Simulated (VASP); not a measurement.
## Rb4As: single point with PBE

The system is Rb4As.

```
CELL_PARAMETERS angstrom
6.88753 0.00000 0.00000
0.00000 6.88753 0.00000
0.00000 0.00000 6.88753
ATOMIC_POSITIONS crystal
Rb 0.50000 0.00000 0.00000
Rb 0.00000 0.50000 0.00000
Rb 0.00000 0.00000 0.50000
Rb 0.50000 0.50000 0.50000
As 0.00000 0.00000 0.00000
```

```json
{
  "Program": "VASP 6.6.1",
  "Task": "single point",
  "Functional": "PBE",
  "Potentials or basis": "VASP PAW PBE potentials, release 64 (Rb_sv, As)",
  "Cutoff": "520 eV",
  "k mesh": "4 × 4 × 4",
  "Occupations": "gaussian, width 0.1 eV",
  "Spin": "no spin polarisation"
}
```

The pressure is 0.3 GPa.

Levels at points of the mesh, in eV from the Fermi level:
```tsv
k point	band 17	band 18	band 19	band 20	band 21	band 22	band 23	band 24
(0.00, 0.00, 0.00)	-8.73	-1.34	-0.11	-0.11	-0.11	0.93	0.93	2.20
(0.50, 0.00, 0.00)	-8.60	-1.27	-0.17	-0.17	-0.02	0.12	1.43	2.06
(0.50, 0.50, 0.00)	-8.47	-1.00	-1.00	-0.21	-0.07	1.01	1.01	1.25
(0.50, 0.50, 0.50)	-8.35	-0.99	-0.99	-0.99	0.30	1.10	1.10	1.10
```

It took 6.4 min on 1 thread of Oxide Virtual Turin-like Processor, on a shared host, peak memory 0.38 GiB.
